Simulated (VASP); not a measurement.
# Ga7N5 (a cell with a defect) in VASP: notebook

The runs below take Ga7N5 (a cell with a defect) through single point, relaxation of the atoms, with PBE.

All numbers are computed with VASP 6.6.1; they aren't measurements. Logs are shortened: lines on timing, memory, paths and dates and some standing lists are left out, and cuts for length are marked.

## 1. The cell of the first run

The cell holds a defect, 12 atoms: a = 5.243 Å, b = 5.574 Å, c = 5.574 Å, α = 120.00°, β = 90.00°, γ = 90.00°.

## 2. Single point, PBE

File INCAR:

```
ALGO = Normal
EDIFF = 1E-7
ENCUT = 520
GGA = PE
ISIF = 2
ISMEAR = 0
LASPH = True
LCHARG = False
LREAL = False
LWAVE = False
NBANDS = 70
NELM = 60
PREC = Accurate
SIGMA = 0.01
```

File KPOINTS:

```
k-points
0
Gamma
  3 3 3
```

File POSCAR:

```
Ga7N5
1.0
    0.0000000000      0.0000000000      5.2431684262
    4.8275562260     -2.7871908865      0.0000000000
   -0.0000000001      5.5743817732      0.0000000000
Ga N
7 5
Direct
    0.4124866672      0.3333333333      0.3333333333
    0.5125654019      0.0000000000      0.6666666667
    0.5125654019      0.6666666667      1.0000000000
    1.0237019768     -0.0518014353      0.3333333333
    1.0237019768      0.7184681020      0.7184681020
    1.0237019768      0.3333333333      0.9481985647
    0.8487070276      0.3333333333      0.3333333333
    0.8756421139      0.0000000000      0.6666666667
    0.8756421139      0.6666666667      1.0000000000
    0.3804284477     -0.0280043239      0.3333333333
    0.3804284477      0.6946709906      0.6946709906
    0.3804284477      0.3333333333      0.9719956761
```

Potentials or basis: VASP PAW PBE potentials, release 64 (Ga_d, N).

Started as:

```bash
$ cat potpaw_PBE.64/Ga_d/POTCAR potpaw_PBE.64/N/POTCAR > POTCAR
$ mpirun -np 1 vasp_std > vasp.out
```

OUTCAR:

```text
EDIFF = 1E-7
   ENCUT = 520
   GGA = PE
   ISIF = 2
   ISMEAR = 0
   LASPH = True
   LREAL = False
   NELM = 60
   PREC = Accurate

 ion  position               nearest neighbor table
   1  0.412  0.333  0.333-  10 2.02  12 2.02  11 2.02   7 2.29
   2  0.513  0.000  0.667-   8 1.90  11 1.91  12 1.91  10 1.91
   3  0.513  0.667  0.000-   9 1.90  10 1.91  11 1.91  12 1.91
   4  0.024  0.948  0.333-  10 1.88   9 1.90   8 1.90   7 2.33
   5  0.024  0.718  0.718-  11 1.88   8 1.90   9 1.90   7 2.33
   6  0.024  0.333  0.948-  12 1.88   8 1.90   9 1.90   7 2.33
   7  0.849  0.333  0.333-   1 2.29   4 2.33   6 2.33   5 2.33
   8  0.876  0.000  0.667-   5 1.90   6 1.90   4 1.90   2 1.90
   9  0.876  0.667  0.000-   4 1.90   5 1.90   6 1.90   3 1.90
  10  0.380  0.972  0.333-   4 1.88   3 1.91   2 1.91   1 2.02
  11  0.380  0.695  0.695-   5 1.88   2 1.91   3 1.91   1 2.02
  12  0.380  0.333  0.972-   6 1.88   2 1.91   3 1.91   1 2.02

  LATTYP: Found a hexagonal cell.
 ALAT       =     5.5743817732
 C/A-ratio  =     0.9405829453

  Lattice vectors:

 A1 = (   4.8275562260,  -2.7871908865,   0.0000000000)
 A2 = (  -0.0000000001,   5.5743817732,   0.0000000000)
 A3 = (   0.0000000000,   0.0000000000,   5.2431684262)

Analysis of symmetry for initial positions (statically):
=====================================================================
 Subroutine PRICEL returns:
 Original cell was already a primitive cell.

 Routine SETGRP: Setting up the symmetry group for a
 hexagonal supercell.

 Subroutine GETGRP returns: Found  6 space group operations
 (whereof  2 operations were pure point group operations)
 out of a pool of 24 trial point group operations.

The static configuration has the point symmetry C_1h.
 The point group associated with its full space group is C_3v.

Analysis of symmetry for dynamics (positions and initial velocities):
=====================================================================
 Subroutine PRICEL returns:
 Original cell was already a primitive cell.

 Routine SETGRP: Setting up the symmetry group for a
 hexagonal supercell.

 Subroutine GETGRP returns: Found  6 space group operations
 (whereof  2 operations were pure point group operations)
 out of a pool of 24 trial point group operations.

The dynamic configuration has the point symmetry C_1h.
 The point group associated with its full space group is C_3v.

 Subroutine INISYM returns: Found  6 space group operations
 (whereof  2 operations are pure point group operations),
 and found     1 'primitive' translations

----------------------------------------------------------------------------------------

                                     Primitive cell

  volume of cell :     141.0970

  direct lattice vectors                    reciprocal lattice vectors
     0.000000000  0.000000000  5.243168426     0.000000000  0.000000000  0.190724371
     4.827556226 -2.787190886  0.000000000     0.207144144  0.000000000  0.000000000
    -0.000000000  5.574381773  0.000000000     0.103572072  0.179392091  0.000000000

  length of vectors
     5.243168426  5.574381773  5.574381773     0.190724371  0.207144144  0.207144144

  position of ions in fractional coordinates (direct lattice)
     0.412486667  0.333333333  0.333333333
     0.512565402  0.000000000  0.666666667
     0.512565402  0.666666667  0.000000000
     0.023701977  0.948198565  0.333333333
     0.023701977  0.718468102  0.718468102
     0.023701977  0.333333333  0.948198565
     0.848707028  0.333333333  0.333333333
     0.875642114  0.000000000  0.666666667
     0.875642114  0.666666667  0.000000000
     0.380428448  0.971995676  0.333333333
     0.380428448  0.694670991  0.694670991
     0.380428448  0.333333333  0.971995676

  ion indices of the primitive-cell ions
   primitive index   ion index
                 1           1
                 2           2
                 3           3
                 4           4
                 5           5
                 6           6
                 7           7
                 8           8
                 9           9
                10          10
                11          11
                12          12

----------------------------------------------------------------------------------------

 KPOINTS: k-points

Automatic generation of k-mesh.
 Grid dimensions read from file:
 generate k-points for:    3    3    3

 Generating k-lattice:

  Cartesian coordinates                     Fractional coordinates (reciprocal lattice)
     0.000000000  0.000000000  0.063574790     0.333333333  0.000000000  0.000000000
     0.069048048  0.000000000  0.000000000     0.000000000  0.333333333  0.000000000
     0.034524024  0.059797364  0.000000000     0.000000000  0.000000000  0.333333333

  Length of vectors
     0.063574790  0.069048048  0.069048048

  Shift w.r.t. Gamma in fractional coordinates (k-lattice)
     0.000000000  0.000000000  0.000000000

 Subroutine IBZKPT returns following result:
 ===========================================

 Found      7 irreducible k-points:

 Following reciprocal coordinates:
            Coordinates               Weight
  0.000000  0.000000  0.000000      1.000000
  0.333333  0.000000  0.000000      2.000000
  0.000000  0.333333  0.000000      6.000000
  0.333333  0.333333  0.000000     12.000000
  0.000000  0.333333  0.333333      2.000000
  0.333333  0.333333  0.333333      2.000000
  0.333333 -0.333333 -0.333333      2.000000
   k-points           NKPTS =      7   k-points in BZ     NKDIM =      7   number of bands    NBANDS=     70
   number of dos      NEDOS =    301   number of ions     NIONS =     12
   total plane-waves  NPLWV =  70560
   dimension x,y,z NGX =    40 NGY =   42 NGZ =   42
   dimension x,y,z NGXF=    80 NGYF=   84 NGZF=   84
   ions per type =               7   5
   NGX,Y,Z   is equivalent  to a cutoff of  12.68, 12.53, 12.53 a.u.
   NGXF,Y,Z  is equivalent  to a cutoff of  25.37, 25.05, 25.05 a.u.
 SYSTEM =  unknown system
   PREC   = accura    normal or accurate (medium, high low for compatibility)
   ISTART =      0    job   : 0-new  1-cont  2-samecut
   ICHARG =      2    charge: 1-file 2-atom 10-const
   ISPIN  =      1    spin polarized calculation?
   LNONCOLLINEAR =      F non collinear calculations
   LSORBIT =      F    spin-orbit coupling
   LASPH  =      T    aspherical Exc in radial PAW
   ENCUT  =  520.0 eV  38.22 Ry    6.18 a.u.   9.75 10.36 10.36*2*pi/ulx,y,z
   NELM   =     60;   NELMIN=  2; NELMDL= -5     # of ELM steps
   EDIFF  = 0.1E-06   stopping-criterion for ELM
   LREAL  =      F    real-space projection
   EDIFFG = 0.1E-05   stopping-criterion for IOM
   NSW    =      0    number of steps for IOM
   IBRION =     -1    ionic relax: 0-MD 1-quasi-New 2-CG
   NFREE  =      0    steps in history (QN), initial steepest desc. (CG)
   ISIF   =      2    stress and relaxation
   ISYM   =      2    0-nonsym 1-usesym 2-fastsym
   POTIM  = 0.5000    time-step for ionic-motion
   TEBEG  =    0.0;   TEEND  =   0.0 temperature during run
   PSTRESS=    0.0 pullay stress
   NELECT =     116.0000    total number of electrons
   NUPDOWN=      -1.0000    fix difference up-down
   EMIN   =  10.00;   EMAX   =-10.00  energy-range for DOS
   EFERMI =   0.00;   METHOD = LEGACY
   ISMEAR =     0;   SIGMA  =   0.01  broadening in eV -4-tet -1-fermi 0-gaus
   EFERMI_NEDOS =   21; number of points for ismear=-14 and -15
   IALGO  =     38    algorithm
   IMIX   =      4    mixing-type and parameters
     AMIX     =   0.40;   BMIX     =  1.00
     AMIX_MAG =   1.60;   BMIX_MAG =  1.00
  volume/ion in A,a.u.               =      11.76        79.35
  Fermi-wavevector in a.u.,A,eV,Ry     =   1.533633  2.898147 32.001328  2.352031
  Thomas-Fermi vector in A             =   2.640673
   LORBIT       =      0    0 simple, 1 ext, 2 COOP (PROOUT), +10 PAW based schemes
   GGA     = PE    functional components
   LHFCALC =     F    Hartree Fock is set to
   AEXX    =    0.0000 exact exchange contribution
   IVDW    =     0    specifies the selected vdW correction
   LEPSILON=     F    determine dielectric tensor
   LRPA    =     F    only Hartree local field effects (RPA)
 non-spin polarized calculation
 Gauss-broadening in eV      SIGMA  =   0.01
  energy-cutoff  :      520.00
  volume of cell :      141.10
 maximum number of plane-waves:      3817
 NGX is ok and might be reduce to    40
   NGX = 19   NGY = 21   NGZ = 21

 number of electron     115.9999940 magnetization

 Free energy of the ion-electron system (eV)
  ---------------------------------------------------
  ext. energy  EPLUGINS =         0.00000000
  ---------------------------------------------------
  free energy    TOTEN  =       -61.10885653 eV

  energy without entropy =      -61.10685915  energy(sigma->0) =      -61.10785784

 E-fermi :   7.1814     XC(G=0): -11.8839

 val. band max:        7.1766245411   @ k =   0.3333   0.3333   0.0000
 cond. band min:       7.2134464649   @ k =   0.0000   0.3333   0.3333
 fundamental gap:      0.0368219238
 Fermi energy:         7.1813938823

 k-point     1 :       0.0000    0.0000    0.0000
  band No.  band energies     occupation
      1     -10.7291      2.00000
      2      -9.8956      2.00000
      3      -9.7658      2.00000
      4      -9.4533      2.00000
      5      -9.4533      2.00000
      6      -8.0621      2.00000
[... 62 lines left out ...]
     69      14.8199      0.00000
     70      15.0251      0.00000

 k-point     2 :       0.3333    0.0000    0.0000
  band No.  band energies     occupation
      1     -10.5017      2.00000
      2      -9.8831      2.00000
      3      -9.8774      2.00000
      4      -9.4272      2.00000
      5      -9.4272      2.00000
      6      -8.0619      2.00000
[... 357 lines left out ...]
 k-point     7 :       0.3333   -0.3333   -0.3333
  band No.  band energies     occupation
      1     -10.1369      2.00000
      2     -10.1369      2.00000
      3      -9.5614      2.00000
      4      -9.5614      2.00000
      5      -9.5378      2.00000
      6      -8.0393      2.00000
[... 62 lines left out ...]
     69      14.1684      0.00000
     70      14.1684      0.00000

------------------------ aborting loop because EDIFF is reached ----------------------------------------

  FORCE on cell =-STRESS in cart. coord.  units (eV):
  Direction    XX          YY          ZZ          XY          YZ          ZX
  --------------------------------------------------------------------------------------
  -------------------------------------------------------------------------------------
  Total       19.0801211     19.0801211     25.3772621      0.0000000     -0.0000000      0.0000000
  in kB      216.6575619    216.6575619    288.1625166      0.0000000     -0.0000000      0.0000000
  external PRESSURE =     240.4925468 kB  Pullay stress =       0.0000000 kB

 VOLUME and BASIS-vectors are now :
 -----------------------------------------------------------------------------
  energy-cutoff  :      520.00
  volume of cell :      141.10
      direct lattice vectors                 reciprocal lattice vectors
     0.000000000  0.000000000  5.243168426     0.000000000  0.000000000  0.190724371
     4.827556226 -2.787190886  0.000000000     0.207144144  0.000000000  0.000000000
    -0.000000000  5.574381773  0.000000000     0.103572072  0.179392091  0.000000000

 POSITION                                       TOTAL-FORCE (eV/Angst)
 -----------------------------------------------------------------------------------
      1.60919      0.92906      2.16274        -0.000000      0.000000     -0.005088
     -0.00000      3.71625      2.68747        -0.000000      0.000000      0.020984
      3.21837     -1.85813      2.68747        -0.000000     -0.000000      0.020984
      4.57748     -0.78468      0.12427        -0.004251      0.002454     -0.001695
      3.46845      2.00251      0.12427         0.004251      0.002454     -0.001695
      1.60919      4.35656      0.12427         0.000000     -0.004909     -0.001695
      1.60919      0.92906      4.44991        -0.000000     -0.000000     -0.004456
     -0.00000      3.71625      4.59114        -0.000000     -0.000000     -0.018176
      3.21837     -1.85813      4.59114        -0.000000      0.000000     -0.018176
      4.69236     -0.85101      1.99465        -0.016172      0.009337      0.003004
      3.35356      1.93618      1.99465         0.016172      0.009337      0.003004
      1.60919      4.48921      1.99465         0.000000     -0.018674      0.003004
 -----------------------------------------------------------------------------------
    total drift:                                0.000013     -0.000009     -0.001203

  FREE ENERGIE OF THE ION-ELECTRON SYSTEM (eV)
  ---------------------------------------------------
  free  energy   TOTEN  =       -61.1088565291 eV

  energy  without entropy=      -61.1068591453  energy(sigma->0) =      -61.10785784
```

Run time: 2.2 min. Hardware: 1 thread of Intel Xeon 8259CL, shared host; peak memory 0.27 GiB.

Results:

| Item | Value |
| --- | --- |
| Free energy | -61.1089 eV |
| Pressure | 24.0 GPa |
| Largest force | 0.021 eV/Å |
| Band gap on the k mesh | zero (bands 58 and 59 overlap by 0.28 eV) |

Forces in eV/Å, atoms in the order of the input:
```
Ga   0.000  0.000 -0.005
Ga   0.000  0.000  0.021
Ga   0.000  0.000  0.021
Ga  -0.004  0.002 -0.002
Ga   0.004  0.002 -0.002
Ga   0.000 -0.005 -0.002
Ga   0.000  0.000 -0.004
N    0.000  0.000 -0.018
N    0.000  0.000 -0.018
N   -0.016  0.009  0.003
N    0.016  0.009  0.003
N    0.000 -0.019  0.003
```

Stress tensor (GPa, compression positive):
```
21.67  0.00  0.00
 0.00 21.67  0.00
 0.00  0.00 28.82
```

Caveat: the k points lie up to 0.43 Å⁻¹ apart.

## 3. Single point, PBE, collinear spin

File INCAR:

```
SYSTEM = Ga7N5
ALGO     = Normal         ! electronic algorithm
EDIFF    = 1E-7           ! SCF threshold, eV
ENCUT    = 520            ! plane-wave cutoff, eV
GGA      = PE             ! functional
ISIF     = 2              ! what is computed and relaxed
ISMEAR   = 0              ! smearing method
ISPIN    = 2              ! spin polarisation
LASPH    = .True.         ! aspherical terms in the spheres
LCHARG   = .False.        ! write CHGCAR
LORBIT   = 11             ! projections on sites
LREAL    = .False.        ! projectors in reciprocal space
LWAVE    = .False.        ! write WAVECAR
MAGMOM   = 0.2 0 0 0.2 0.2 0.2 0.2 0 0 0 0 0 ! initial moments
NBANDS   = 74             ! bands
NELECT   = 117.0        
NELM     = 150            ! most SCF steps
PREC     = Accurate       ! precision mode
SIGMA    = 0.01           ! smearing width, eV
```

File KPOINTS:

```
k-points
0
Gamma
  3 3 3
  0 0 0
```

File POSCAR:

```
Ga7N5
1.0
    0.0000000000      0.0000000000      5.2431684262
    4.8275562260     -2.7871908865      0.0000000000
   -0.0000000001      5.5743817732      0.0000000000
Ga N
7 5
Direct
    0.4186834463      0.3333333333      0.3333333333
    0.5154691657      0.0000000000      0.6666666667
    0.5154691657      0.6666666667      1.0000000000
    1.0176191437     -0.0438135524      0.3333333333
    1.0176191437      0.7104802191      0.7104802191
    1.0176191437      0.3333333333      0.9561864476
    0.8548178163      0.3333333333      0.3333333333
    0.8774197083      0.0000000000      0.6666666667
    0.8774197083      0.6666666667      1.0000000000
    0.3792878528     -0.0316463678      0.3333333333
    0.3792878528      0.6983130344      0.6983130344
    0.3792878528      0.3333333333      0.9683536322
```

Potentials or basis: VASP PAW PBE potentials, release 64 (Ga_d, N).

Started as:

```bash
$ cat potpaw_PBE.64/Ga_d/POTCAR potpaw_PBE.64/N/POTCAR > POTCAR
$ mpirun -np 1 vasp_std > vasp.out
```

Wall time 4.5 min (1 thread of Intel Xeon 8259CL, shared host); peak memory 0.34 GiB.

It converged, with:

- Free energy: -53.8863 eV
- Largest force: 0.027 eV/Å
- Net moment: 0.85 μB per cell
- Site moments: Ga -0.01, +0.00, +0.07, +0.20 (each value once); N +0.10, +0.02 (each value once) μB
- Valence electrons inside the program's atomic spheres: Ga 11.78, 12.01, 12.10, 12.21 (each value once); N 3.82, 3.79 (each value once)

Forces in eV/Å, atoms in the order of the input:
```
Ga   0.000  0.000 -0.001
Ga   0.000  0.000 -0.003
Ga   0.000  0.000 -0.003
Ga  -0.007  0.004 -0.005
Ga   0.007  0.004 -0.005
Ga   0.000 -0.008 -0.005
Ga   0.000  0.000 -0.007
N    0.000  0.000  0.007
N    0.000  0.000  0.007
N   -0.023  0.013  0.005
N    0.023  0.013  0.005
N    0.000 -0.026  0.005
```

Levels at points of the mesh, in eV from the Fermi level:
Spin up:
```
           k point  band 56  band 57  band 58  band 59  band 60  band 61  band 62  band 63
(0.00, 0.00, 0.00)    -2.51    -0.48     0.07     0.07     0.72     2.99     3.03     3.03
```
Spin down:
| k point | band 55 | band 56 | band 57 | band 58 | band 59 | band 60 |
| --- | --- | --- | --- | --- | --- | --- |
| (0.00, 0.00, 0.00) | -2.47 | -2.47 | -0.41 | 0.37 | 0.37 | 0.77 |

Caveat: the k points lie up to 0.43 Å⁻¹ apart; the cell carries a net charge on a neutralising background, which shifts energy and pressure; the cell is charged against a uniform background, so pressure and absolute levels hang on convention; a moment this small can come from the mesh or the smearing.

[end of part 1 of 2]

The gap in the log of VASP goes by the Fermi energy; the results here count the filled bands.